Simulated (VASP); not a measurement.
# Pd (Pm-3m) in VASP: a series of runs

Runs on Pd. Level: PBE. Tasks: single point, relaxation of cell and atoms.

Everything below comes from runs of VASP 6.6.1. Logs are shortened: lines on timing, memory, paths and dates and some standing lists are left out, and cuts for length are marked.

**1. The cell of the first run**

The structure is cubic, space group Pm-3m (No. 221). Conventional cell: a = 2.681 Å, b = 2.681 Å, c = 2.681 Å, α = 90.00°, β = 90.00°, γ = 90.00°. Pd (site symmetry m-3m) has 6 Pd at 2.68 Å within 3.5 Å.

**2. Single point, PBE, collinear spin, antiferromagnetic start (volume scaled by 1.08)**

Input file INCAR:

```
ALGO = Normal
EDIFF = 1E-6
ENCUT = 520
GGA = PE
ISIF = 2
ISMEAR = -1
ISPIN = 2
LASPH = True
LCHARG = False
LMAXMIX = 4
LORBIT = 11
LREAL = False
LWAVE = False
MAGMOM = 0.5 -0.5
NBANDS = 21
NELM = 150
PREC = Accurate
SIGMA = 0.05
```

Input file KPOINTS:

```
k-points
0
Gamma
  12 12 12
```

Input file POSCAR:

```
Pd
1.0
    0.0000000000      2.6809413212      2.6809413212
    2.6809413212      0.0000000000      2.6809413212
    2.6809413212      2.6809413212      0.0000000000
Pd
2
Direct
    0.0000000000      0.0000000000      0.0000000000
    0.5000000000      0.5000000000      0.5000000000
```

Potentials or basis: VASP PAW PBE potentials, release 64 (Pd).

Started as:

```sh
cat potpaw_PBE.64/Pd/POTCAR > POTCAR
mpirun -np 1 vasp_std > vasp.out
```

OUTCAR:

```text
EDIFF = 1E-6
   ENCUT = 520
   GGA = PE
   ISIF = 2
   ISMEAR = -1
   ISPIN = 2
   LASPH = True
   LORBIT = 11
   LREAL = False
   NELM = 150
   PREC = Accurate

 ion  position               nearest neighbor table
   1  0.000  0.000  0.000-   2 2.68   2 2.68   2 2.68   2 2.68   2 2.68   2 2.68
   2  0.500  0.500  0.500-   1 2.68   1 2.68   1 2.68   1 2.68   1 2.68   1 2.68

  LATTYP: Found a face centered cubic cell.
 ALAT       =     5.3618826424

  Lattice vectors:

 A1 = (   0.0000000000,   2.6809413212,   2.6809413212)
 A2 = (   2.6809413212,   0.0000000000,   2.6809413212)
 A3 = (   2.6809413212,   2.6809413212,   0.0000000000)

Analysis of symmetry for initial positions (statically):
=====================================================================
 Subroutine PRICEL returns following result:

  LATTYP: Found a simple cubic cell.
 ALAT       =     2.6809413212

  Lattice vectors:

 A1 = (  -2.6809413212,   0.0000000000,   0.0000000000)
 A2 = (   0.0000000000,   0.0000000000,   2.6809413212)
 A3 = (   0.0000000000,   2.6809413212,   0.0000000000)

   2 primitive cells build up your supercell.

 Routine SETGRP: Setting up the symmetry group for a
 face centered cubic supercell.

 Subroutine GETGRP returns: Found 48 space group operations
 (whereof 48 operations were pure point group operations)
 out of a pool of 48 trial point group operations.

The static configuration has the point symmetry O_h .

Analysis of symmetry for dynamics (positions and initial velocities):
=====================================================================
 Subroutine PRICEL returns following result:

  LATTYP: Found a simple cubic cell.
 ALAT       =     2.6809413212

  Lattice vectors:

 A1 = (  -2.6809413212,   0.0000000000,   0.0000000000)
 A2 = (   0.0000000000,   0.0000000000,   2.6809413212)
 A3 = (   0.0000000000,   2.6809413212,   0.0000000000)

   2 primitive cells build up your supercell.

 Routine SETGRP: Setting up the symmetry group for a
 face centered cubic supercell.

 Subroutine GETGRP returns: Found 48 space group operations
 (whereof 48 operations were pure point group operations)
 out of a pool of 48 trial point group operations.

The dynamic configuration has the point symmetry O_h .

Analysis of structural, dynamic, and magnetic symmetry:
=====================================================================
 Subroutine PRICEL returns following result:

  LATTYP: Found a simple cubic cell.
 ALAT       =     2.6809413212

  Lattice vectors:

 A1 = (  -2.6809413212,   0.0000000000,   0.0000000000)
 A2 = (   0.0000000000,   0.0000000000,   2.6809413212)
 A3 = (   0.0000000000,   2.6809413212,   0.0000000000)

   2 primitive cells build up your supercell.

 Routine SETGRP: Setting up the symmetry group for a
 face centered cubic supercell.

 Subroutine GETGRP returns: Found 48 space group operations
 (whereof 48 operations were pure point group operations)
 out of a pool of 48 trial point group operations.

The overall configuration has the point symmetry O_h .

 Subroutine INISYM returns: Found 48 space group operations
 (whereof 48 operations are pure point group operations),
 and found     2 'primitive' translations

----------------------------------------------------------------------------------------

                                     Primitive cell

  volume of cell :      19.2691

  direct lattice vectors                    reciprocal lattice vectors
    -2.680941321  0.000000000  0.000000000    -0.373003315  0.000000000  0.000000000
     0.000000000  0.000000000  2.680941321     0.000000000  0.000000000  0.373003315
     0.000000000  2.680941321  0.000000000     0.000000000  0.373003315  0.000000000

  length of vectors
     2.680941321  2.680941321  2.680941321     0.373003315  0.373003315  0.373003315

  position of ions in fractional coordinates (direct lattice)
     0.000000000  0.000000000  0.000000000

  ion indices of the primitive-cell ions
   primitive index   ion index
                 1           1

----------------------------------------------------------------------------------------

 KPOINTS: k-points

Automatic generation of k-mesh.
 Grid dimensions read from file:
 generate k-points for:   12   12   12

 Generating k-lattice:

  Cartesian coordinates                     Fractional coordinates (reciprocal lattice)
    -0.015541805  0.015541805  0.015541805     0.083333333  0.000000000  0.000000000
     0.015541805 -0.015541805  0.015541805     0.000000000  0.083333333  0.000000000
     0.015541805  0.015541805 -0.015541805     0.000000000  0.000000000  0.083333333

  Length of vectors
     0.026919196  0.026919196  0.026919196

  Shift w.r.t. Gamma in fractional coordinates (k-lattice)
     0.000000000  0.000000000  0.000000000

 Subroutine IBZKPT returns following result:
 ===========================================

 Found     72 irreducible k-points:

 Following reciprocal coordinates:
            Coordinates               Weight
  0.000000  0.000000  0.000000      1.000000
  0.083333  0.000000  0.000000      8.000000
  0.166667  0.000000  0.000000      8.000000
  0.250000  0.000000  0.000000      8.000000
  0.333333  0.000000  0.000000      8.000000
  0.416667  0.000000  0.000000      8.000000
[... 16 lines left out ...]
  0.500000  0.166667  0.000000     24.000000
 -0.416667  0.166667  0.000000     24.000000
 [... further k-points ...]
   k-points           NKPTS =     72   k-points in BZ     NKDIM =     72   number of bands    NBANDS=     21
   number of dos      NEDOS =    301   number of ions     NIONS =      2
   total plane-waves  NPLWV =  21952
   dimension x,y,z NGX =    28 NGY =   28 NGZ =   28
   dimension x,y,z NGXF=    56 NGYF=   56 NGZF=   56
   ions per type =               2
   NGX,Y,Z   is equivalent  to a cutoff of  12.28, 12.28, 12.28 a.u.
   NGXF,Y,Z  is equivalent  to a cutoff of  24.55, 24.55, 24.55 a.u.
 SYSTEM =  unknown system
   PREC   = accura    normal or accurate (medium, high low for compatibility)
   ISTART =      0    job   : 0-new  1-cont  2-samecut
   ICHARG =      2    charge: 1-file 2-atom 10-const
   ISPIN  =      2    spin polarized calculation?
   LNONCOLLINEAR =      F non collinear calculations
   LSORBIT =      F    spin-orbit coupling
   LASPH  =      T    aspherical Exc in radial PAW
   ENCUT  =  520.0 eV  38.22 Ry    6.18 a.u.   7.05  7.05  7.05*2*pi/ulx,y,z
   NELM   =    150;   NELMIN=  2; NELMDL= -5     # of ELM steps
   EDIFF  = 0.1E-05   stopping-criterion for ELM
   LREAL  =      F    real-space projection
   EDIFFG = 0.1E-04   stopping-criterion for IOM
   NSW    =      0    number of steps for IOM
   IBRION =     -1    ionic relax: 0-MD 1-quasi-New 2-CG
   NFREE  =      0    steps in history (QN), initial steepest desc. (CG)
   ISIF   =      2    stress and relaxation
   ISYM   =      2    0-nonsym 1-usesym 2-fastsym
   POTIM  = 0.5000    time-step for ionic-motion
   TEBEG  =    0.0;   TEEND  =   0.0 temperature during run
   PSTRESS=    0.0 pullay stress
   NELECT =      20.0000    total number of electrons
   NUPDOWN=      -1.0000    fix difference up-down
   EMIN   =  10.00;   EMAX   =-10.00  energy-range for DOS
   EFERMI =   0.00;   METHOD = LEGACY
   ISMEAR =    -1;   SIGMA  =   0.05  broadening in eV -4-tet -1-fermi 0-gaus
   EFERMI_NEDOS =   21; number of points for ismear=-14 and -15
   IALGO  =     38    algorithm
   IMIX   =      4    mixing-type and parameters
     AMIX     =   0.40;   BMIX     =  1.00
     AMIX_MAG =   1.60;   BMIX_MAG =  1.00
  volume/ion in A,a.u.               =      19.27       130.03
  Fermi-wavevector in a.u.,A,eV,Ry     =   1.315591  2.486106 23.548683  1.730779
  Thomas-Fermi vector in A             =   2.445763
   LORBIT       =     11    0 simple, 1 ext, 2 COOP (PROOUT), +10 PAW based schemes
   GGA     = PE    functional components
   LHFCALC =     F    Hartree Fock is set to
   AEXX    =    0.0000 exact exchange contribution
   IVDW    =     0    specifies the selected vdW correction
   LEPSILON=     F    determine dielectric tensor
   LRPA    =     F    only Hartree local field effects (RPA)
 spin polarized calculation
  energy-cutoff  :      520.00
  volume of cell :       38.54
 maximum number of plane-waves:      1056
   NGX = 15   NGY = 15   NGZ = 15

 number of electron      20.0000011 magnetization      -0.0000000

 number of electron      20.0000011 magnetization       0.0000000

 Free energy of the ion-electron system (eV)
  ---------------------------------------------------
  ext. energy  EPLUGINS =         0.00000000
  ---------------------------------------------------
  free energy    TOTEN  =        -9.36277708 eV

  energy without entropy =       -9.33476396  energy(sigma->0) =       -9.34877052

 E-fermi :   6.1378     XC(G=0): -11.4536

 val. band max:        6.1348365937   @ k =   0.0833   0.0833   0.0000
 cond. band min:       6.1393655296   @ k =  -0.4167   0.0833   0.0000
 fundamental gap:      0.0045289358
 Fermi energy:         6.1378372870

 spin component 1

 k-point     1 :       0.0000    0.0000    0.0000
  band No.  band energies     occupation
      1       0.7178      1.00000
      2       2.1661      1.00000
      3       2.1661      1.00000
      4       2.7784      1.00000
      5       2.7784      1.00000
      6       2.7784      1.00000
[... 550 lines left out ...]
      5       4.1587      1.00000
      6       4.2728      1.00000
[... 13 lines left out ...]
     20      25.9296      0.00000
     21      26.3498      0.00000

 [... further k-points ...]

 spin component 2

 k-point     1 :       0.0000    0.0000    0.0000
  band No.  band energies     occupation
      1       0.7178      1.00000
      2       2.1661      1.00000
      3       2.1661      1.00000
      4       2.7784      1.00000
      5       2.7784      1.00000
      6       2.7784      1.00000
[... 550 lines left out ...]
      5       4.1587      1.00000
      6       4.2728      1.00000
[... 13 lines left out ...]
     20      25.9296      0.00000
     21      26.3498      0.00000

 [... further k-points ...]

------------------------ aborting loop because EDIFF is reached ----------------------------------------

  FORCE on cell =-STRESS in cart. coord.  units (eV):
  Direction    XX          YY          ZZ          XY          YZ          ZX
  --------------------------------------------------------------------------------------
  -------------------------------------------------------------------------------------
  Total       -1.8233397     -1.8233397     -1.8233397      0.0000000      0.0000000      0.0000000
  in kB      -75.8029751    -75.8029751    -75.8029751      0.0000000      0.0000000      0.0000000
  external PRESSURE =     -75.8029751 kB  Pullay stress =       0.0000000 kB

 VOLUME and BASIS-vectors are now :
 -----------------------------------------------------------------------------
  energy-cutoff  :      520.00
  volume of cell :       38.54
      direct lattice vectors                 reciprocal lattice vectors
     0.000000000  2.680941321  2.680941321    -0.186501657  0.186501657  0.186501657
     2.680941321  0.000000000  2.680941321     0.186501657 -0.186501657  0.186501657
     2.680941321  2.680941321  0.000000000     0.186501657  0.186501657 -0.186501657

 POSITION                                       TOTAL-FORCE (eV/Angst)
 -----------------------------------------------------------------------------------
      0.00000      0.00000      0.00000        -0.000000      0.000000     -0.000000
      2.68094      2.68094      2.68094         0.000000     -0.000000      0.000000
 -----------------------------------------------------------------------------------
    total drift:                                0.000000      0.000000      0.000000

  FREE ENERGIE OF THE ION-ELECTRON SYSTEM (eV)
  ---------------------------------------------------
  free  energy   TOTEN  =        -9.3627770786 eV

  energy  without entropy=       -9.3347639615  energy(sigma->0) =       -9.34877052

 total charge

# of ion       s       p       d       tot
------------------------------------------
    1        0.448   0.277   8.503   9.229
    2        0.448   0.277   8.503   9.229
--------------------------------------------------
tot          0.896   0.555  17.007  18.458

 magnetization (x)

# of ion       s       p       d       tot
------------------------------------------
    1        0.000  -0.000  -0.000  -0.000
    2       -0.000   0.000   0.000   0.000
--------------------------------------------------
tot          0.000   0.000   0.000   0.000
```

Wall time 55 s (1 thread of AMD EPYC 9R45 (Zen 5), shared host); peak memory 0.19 GiB.

Results:

```
Free energy                                           : -9.3628 eV
Pressure                                              : -7.6 GPa
Band gap on the k mesh                                : zero (filled and empty bands overlap)
Net moment                                            : 0.00 μB per cell
Valence electrons inside the program's atomic spheres : Pd 9.23
```

(Part 1 of 2 ends here.)
